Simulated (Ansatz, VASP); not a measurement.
**One calculation of KMgF3, two programs**

```
K Mg F
1.0
     4.08457    0.00000    0.00000
     0.00000    4.08457    0.00000
     0.00000    0.00000    4.08457
K Mg F
1 1 3
Direct
  0.50000 0.50000 0.50000
  0.00000 0.00000 0.00000
  0.50000 0.00000 0.00000
  0.00000 0.50000 0.00000
  0.00000 0.00000 0.50000
```

Alike in both runs: task single point; functional HSE06; k mesh 4 × 4 × 4; no spin polarisation.

|  | VASP | Ansatz |
| --- | --- | --- |
| version | VASP 6.6.1 | Ansatz 0.2.0 |
| potentials or method | VASP PAW PBE potentials, release 64 (K_sv, Mg, F), cutoff 520 eV | scalar-relativistic, plane waves, PAW |
| occupations | gaussian, width 0.01 eV | fixed |
| valence electrons in the cell | 32 | 40 |

Ansatz gave:

```
gap on the k mesh at the Fermi level (eV) : 9.01
least direct gap on the mesh (eV)         : 9.31
pressure (GPa)                            : -3.8
```

Estimate VASP's values.

gap on the k mesh at the Fermi level (eV): 8.97; least direct gap on the mesh (eV): 9.26; pressure (GPa): -4.0.

VASP's potentials hold 32 valence electrons a cell and Ansatz's 40, so a difference there can come from the potentials and not from the codes. Ansatz's warnings: stress exchange threshold loose, stress scf threshold loose.
